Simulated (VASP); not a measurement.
# BiRu (rocksalt type) (Fm-3m) in VASP: a series of runs

Runs on BiRu (rocksalt type). Level: LDA. Tasks: single point.

Everything below comes from runs of VASP 6.6.1. Logs are shortened: lines on timing, memory, paths and dates and some standing lists are left out, and cuts for length are marked.

## 1. The cell of the first run

The structure is cubic, space group Fm-3m (No. 225). The conventional cell has a = 5.036 Å, b = 5.036 Å, c = 5.036 Å, α = 90.00°, β = 90.00°, γ = 90.00°. Ru (site symmetry m-3m) has 6 Bi at 2.52 Å within 3.3 Å. Within 3.3 Å of Bi (site symmetry m-3m) lie 6 Ru at 2.52 Å.

## 2. Single point, LDA (15.97 Å³/atom)

Contents of INCAR:

```
SYSTEM = BiRu
PREC = Accurate
ENCUT = 520
EDIFF = 1E-7
ISMEAR = -1
SIGMA = 0.08
LREAL = .False.
LASPH = .True.
NELM = 100
ALGO = Normal
ISIF = 2
LWAVE = .False.
LCHARG = .False.
NBANDS = 22
```

Contents of KPOINTS:

```
regular mesh
0
Gamma
  13 13 13
  0 0 0
```

Contents of POSCAR:

```
BiRu
1.0
    0.0000000000      2.5181006218      2.5181006218
    2.5181006218      0.0000000000      2.5181006218
    2.5181006218      2.5181006218      0.0000000000
Ru Bi
1 1
Direct
    0.0000000000      0.0000000000      0.0000000000
    0.5000000000      0.5000000000      0.5000000000
```

Potentials or basis: VASP PAW LDA potentials, release 64 (Ru_pv, Bi_d).

Launch:

```
cat potpaw_LDA.64/Ru_pv/POTCAR potpaw_LDA.64/Bi_d/POTCAR > POTCAR
mpirun -np 1 vasp_std > vasp.out
```

OUTCAR:

```text
SYSTEM = BiRu
   PREC = Accurate
   ENCUT = 520
   EDIFF = 1E-7
   ISMEAR = -1
   LREAL = .False.
   LASPH = .True.
   NELM = 100
   ISIF = 2

 ion  position               nearest neighbor table
   1  0.000  0.000  0.000-   2 2.52   2 2.52   2 2.52   2 2.52   2 2.52   2 2.52
   2  0.500  0.500  0.500-   1 2.52   1 2.52   1 2.52   1 2.52   1 2.52   1 2.52

  LATTYP: Found a face centered cubic cell.
 ALAT       =     5.0362012436

  Lattice vectors:

 A1 = (   0.0000000000,   2.5181006218,   2.5181006218)
 A2 = (   2.5181006218,   0.0000000000,   2.5181006218)
 A3 = (   2.5181006218,   2.5181006218,   0.0000000000)

Analysis of symmetry for initial positions (statically):
=====================================================================
 Subroutine PRICEL returns:
 Original cell was already a primitive cell.

 Routine SETGRP: Setting up the symmetry group for a
 face centered cubic supercell.

 Subroutine GETGRP returns: Found 48 space group operations
 (whereof 48 operations were pure point group operations)
 out of a pool of 48 trial point group operations.

The static configuration has the point symmetry O_h .

Analysis of symmetry for dynamics (positions and initial velocities):
=====================================================================
 Subroutine PRICEL returns:
 Original cell was already a primitive cell.

 Routine SETGRP: Setting up the symmetry group for a
 face centered cubic supercell.

 Subroutine GETGRP returns: Found 48 space group operations
 (whereof 48 operations were pure point group operations)
 out of a pool of 48 trial point group operations.

The dynamic configuration has the point symmetry O_h .

 Subroutine INISYM returns: Found 48 space group operations
 (whereof 48 operations are pure point group operations),
 and found     1 'primitive' translations

----------------------------------------------------------------------------------------

                                     Primitive cell

  volume of cell :      31.9337

  direct lattice vectors                    reciprocal lattice vectors
     0.000000000  2.518100622  2.518100622    -0.198562359  0.198562359  0.198562359
     2.518100622  0.000000000  2.518100622     0.198562359 -0.198562359  0.198562359
     2.518100622  2.518100622  0.000000000     0.198562359  0.198562359 -0.198562359

  length of vectors
     3.561132051  3.561132051  3.561132051     0.343920094  0.343920094  0.343920094

  position of ions in fractional coordinates (direct lattice)
     0.000000000  0.000000000  0.000000000
     0.500000000  0.500000000  0.500000000

  ion indices of the primitive-cell ions
   primitive index   ion index
                 1           1
                 2           2

----------------------------------------------------------------------------------------

 KPOINTS: regular mesh

Automatic generation of k-mesh.
 Grid dimensions read from file:
 generate k-points for:   13   13   13

 Generating k-lattice:

  Cartesian coordinates                     Fractional coordinates (reciprocal lattice)
    -0.015274028  0.015274028  0.015274028     0.076923077  0.000000000  0.000000000
     0.015274028 -0.015274028  0.015274028     0.000000000  0.076923077  0.000000000
     0.015274028  0.015274028 -0.015274028     0.000000000  0.000000000  0.076923077

  Length of vectors
     0.026455392  0.026455392  0.026455392

  Shift w.r.t. Gamma in fractional coordinates (k-lattice)
     0.000000000  0.000000000  0.000000000

 Subroutine IBZKPT returns following result:
 ===========================================

 Found     84 irreducible k-points:

 Following reciprocal coordinates:
            Coordinates               Weight
  0.000000  0.000000  0.000000      1.000000
  0.076923  0.000000  0.000000      8.000000
  0.153846  0.000000  0.000000      8.000000
  0.230769  0.000000  0.000000      8.000000
  0.307692  0.000000  0.000000      8.000000
  0.384615  0.000000  0.000000      8.000000
[... 16 lines left out ...]
  0.384615  0.153846  0.000000     24.000000
  0.461538  0.153846  0.000000     24.000000
 [... further k-points ...]
   k-points           NKPTS =     84   k-points in BZ     NKDIM =     84   number of bands    NBANDS=     22
   number of dos      NEDOS =    301   number of ions     NIONS =      2
   total plane-waves  NPLWV =  21952
   dimension x,y,z NGX =    28 NGY =   28 NGZ =   28
   dimension x,y,z NGXF=    56 NGYF=   56 NGZF=   56
   ions per type =               1   1
   NGX,Y,Z   is equivalent  to a cutoff of  13.07, 13.07, 13.07 a.u.
   NGXF,Y,Z  is equivalent  to a cutoff of  26.14, 26.14, 26.14 a.u.
 SYSTEM =  BiRu
   PREC   = accura    normal or accurate (medium, high low for compatibility)
   ISTART =      0    job   : 0-new  1-cont  2-samecut
   ICHARG =      2    charge: 1-file 2-atom 10-const
   ISPIN  =      1    spin polarized calculation?
   LNONCOLLINEAR =      F non collinear calculations
   LSORBIT =      F    spin-orbit coupling
   LASPH  =      T    aspherical Exc in radial PAW
   ENCUT  =  520.0 eV  38.22 Ry    6.18 a.u.   6.62  6.62  6.62*2*pi/ulx,y,z
   NELM   =    100;   NELMIN=  2; NELMDL= -5     # of ELM steps
   EDIFF  = 0.1E-06   stopping-criterion for ELM
   LREAL  =      F    real-space projection
   EDIFFG = 0.1E-05   stopping-criterion for IOM
   NSW    =      0    number of steps for IOM
   IBRION =     -1    ionic relax: 0-MD 1-quasi-New 2-CG
   NFREE  =      0    steps in history (QN), initial steepest desc. (CG)
   ISIF   =      2    stress and relaxation
   ISYM   =      2    0-nonsym 1-usesym 2-fastsym
   POTIM  = 0.5000    time-step for ionic-motion
   TEBEG  =    0.0;   TEEND  =   0.0 temperature during run
   PSTRESS=    0.0 pullay stress
   NELECT =      29.0000    total number of electrons
   NUPDOWN=      -1.0000    fix difference up-down
   EMIN   =  10.00;   EMAX   =-10.00  energy-range for DOS
   EFERMI =   0.00;   METHOD = LEGACY
   ISMEAR =    -1;   SIGMA  =   0.08  broadening in eV -4-tet -1-fermi 0-gaus
   EFERMI_NEDOS =   21; number of points for ismear=-14 and -15
   IALGO  =     38    algorithm
   IMIX   =      4    mixing-type and parameters
     AMIX     =   0.40;   BMIX     =  1.00
     AMIX_MAG =   1.60;   BMIX_MAG =  1.00
  volume/ion in A,a.u.               =      15.97       107.75
  Fermi-wavevector in a.u.,A,eV,Ry     =   1.585347  2.995872 34.195877  2.513326
  Thomas-Fermi vector in A             =   2.684826
   LORBIT       =      0    0 simple, 1 ext, 2 COOP (PROOUT), +10 PAW based schemes
   GGA     = CA    functional components
   LHFCALC =     F    Hartree Fock is set to
   AEXX    =    0.0000 exact exchange contribution
   IVDW    =     0    specifies the selected vdW correction
   LEPSILON=     F    determine dielectric tensor
   LRPA    =     F    only Hartree local field effects (RPA)
 non-spin polarized calculation
  energy-cutoff  :      520.00
  volume of cell :       31.93
 maximum number of plane-waves:       884
   NGX = 13   NGY = 13   NGZ = 13

 number of electron      29.0000004 magnetization

 Free energy of the ion-electron system (eV)
  ---------------------------------------------------
  ext. energy  EPLUGINS =         0.00000000
  ---------------------------------------------------
  free energy    TOTEN  =       -12.64811762 eV

  energy without entropy =      -12.62343934  energy(sigma->0) =      -12.63577848

 E-fermi :  14.2619     XC(G=0): -13.6011

 val. band max:       14.2463133807   @ k =  -0.3077   0.0769   0.0000
 cond. band min:      14.3330976752   @ k =  -0.4615   0.4615   0.0769
 fundamental gap:      0.0867842945
 Fermi energy:        14.2618829629

 k-point     1 :       0.0000    0.0000    0.0000
  band No.  band energies     occupation
      1     -27.7844      2.00000
      2     -27.7844      2.00000
      3     -27.7844      2.00000
      4      -9.3620      2.00000
      5      -9.3620      2.00000
      6      -9.1825      2.00000
[... 14 lines left out ...]
     21      27.0030      0.00000
     22      27.0030      0.00000

 k-point     2 :       0.0769    0.0000    0.0000
  band No.  band energies     occupation
      1     -27.7896      2.00000
      2     -27.7862      2.00000
      3     -27.7862      2.00000
      4      -9.3504      2.00000
      5      -9.3504      2.00000
      6      -9.1793      2.00000
[... 14 lines left out ...]
     21      26.5028      0.00000
     22      26.6854      0.00000

 k-point     3 :       0.1538    0.0000    0.0000
  band No.  band energies     occupation
      1     -27.8038      2.00000
      2     -27.7911      2.00000
      3     -27.7911      2.00000
      4      -9.3187      2.00000
      5      -9.3187      2.00000
      6      -9.1703      2.00000
[... 14 lines left out ...]
     21      25.9327      0.00000
     22      26.3647      0.00000

 k-point     4 :       0.2308    0.0000    0.0000
  band No.  band energies     occupation
      1     -27.8238      2.00000
      2     -27.7979      2.00000
      3     -27.7979      2.00000
      4      -9.2754      2.00000
      5      -9.2754      2.00000
      6      -9.1576      2.00000
[... 14 lines left out ...]
     21      25.0105      0.00000
     22      26.3671      0.00000

 k-point     5 :       0.3077    0.0000    0.0000
  band No.  band energies     occupation
      1     -27.8449      2.00000
      2     -27.8052      2.00000
      3     -27.8052      2.00000
      4      -9.2319      2.00000
      5      -9.2319      2.00000
      6      -9.1440      2.00000
[... 417 lines left out ...]
 k-point    22 :       0.3077    0.1538    0.0000
  band No.  band energies     occupation
      1     -27.8380      2.00000
      2     -27.8036      2.00000
      3     -27.8008      2.00000
      4      -9.2899      2.00000
      5      -9.2303      2.00000
      6      -9.1928      2.00000
[... 14 lines left out ...]
     21      26.1111      0.00000
     22      26.3685      0.00000

 k-point    23 :       0.3846    0.1538    0.0000
  band No.  band energies     occupation
      1     -27.8509      2.00000
      2     -27.8119      2.00000
      3     -27.8071      2.00000
      4      -9.2482      2.00000
      5      -9.2136      2.00000
      6      -9.1675      2.00000
[... 14 lines left out ...]
     21      25.9438      0.00000
     22      26.3684      0.00000

 k-point    24 :       0.4615    0.1538    0.0000
  band No.  band energies     occupation
      1     -27.8605      2.00000
      2     -27.8180      2.00000
      3     -27.8125      2.00000
      4      -9.2081      2.00000
      5      -9.2075      2.00000
      6      -9.1395      2.00000
[... 14 lines left out ...]
     21      26.3683      0.00000
     22      26.9696      0.00000

 [... further k-points ...]

------------------------ aborting loop because EDIFF is reached ----------------------------------------

  FORCE on cell =-STRESS in cart. coord.  units (eV):
  Direction    XX          YY          ZZ          XY          YZ          ZX
  --------------------------------------------------------------------------------------
  -------------------------------------------------------------------------------------
  Total       11.1208251     11.1208251     11.1208251     -0.0000000      0.0000000     -0.0000000
  in kB      557.9539479    557.9539479    557.9539479     -0.0000000      0.0000000     -0.0000000
  external PRESSURE =     557.9539479 kB  Pullay stress =       0.0000000 kB

 VOLUME and BASIS-vectors are now :
 -----------------------------------------------------------------------------
  energy-cutoff  :      520.00
  volume of cell :       31.93
      direct lattice vectors                 reciprocal lattice vectors
     0.000000000  2.518100622  2.518100622    -0.198562359  0.198562359  0.198562359
     2.518100622  0.000000000  2.518100622     0.198562359 -0.198562359  0.198562359
     2.518100622  2.518100622  0.000000000     0.198562359  0.198562359 -0.198562359

 POSITION                                       TOTAL-FORCE (eV/Angst)
 -----------------------------------------------------------------------------------
      0.00000      0.00000      0.00000         0.000000     -0.000000     -0.000000
      2.51810      2.51810      2.51810        -0.000000      0.000000      0.000000
 -----------------------------------------------------------------------------------
    total drift:                                0.000000      0.000000      0.000000

  FREE ENERGIE OF THE ION-ELECTRON SYSTEM (eV)
  ---------------------------------------------------
  free  energy   TOTEN  =       -12.6481176190 eV

  energy  without entropy=      -12.6234393358  energy(sigma->0) =      -12.63577848
```

Wall time 58 s (1 thread of AMD EPYC 7R43 (Zen 3), shared host); peak memory 0.14 GiB.

What came out:

```yaml
Free_energy: -12.6481 eV
Pressure: 55.8 GPa
Band_gap_on_the_k_mesh: zero (an odd number of electrons rules out a gap without spin polarisation)
```

Levels at points of the mesh, in eV from the Fermi level:
```csv
k point,band 11,band 12,band 13,band 14,band 15,band 16,band 17,band 18
"(0.00, 0.00, 0.00)",-2.46,-2.46,-1.67,-1.67,2.93,2.93,2.93,6.42
```

Caveat: the cell stands under pressure; spin-orbit coupling is left out, which moves the levels of the heavy elements.

(Part 1 of 2 ends here.)

The gap in the log of VASP goes by the Fermi energy; the results here count the filled bands.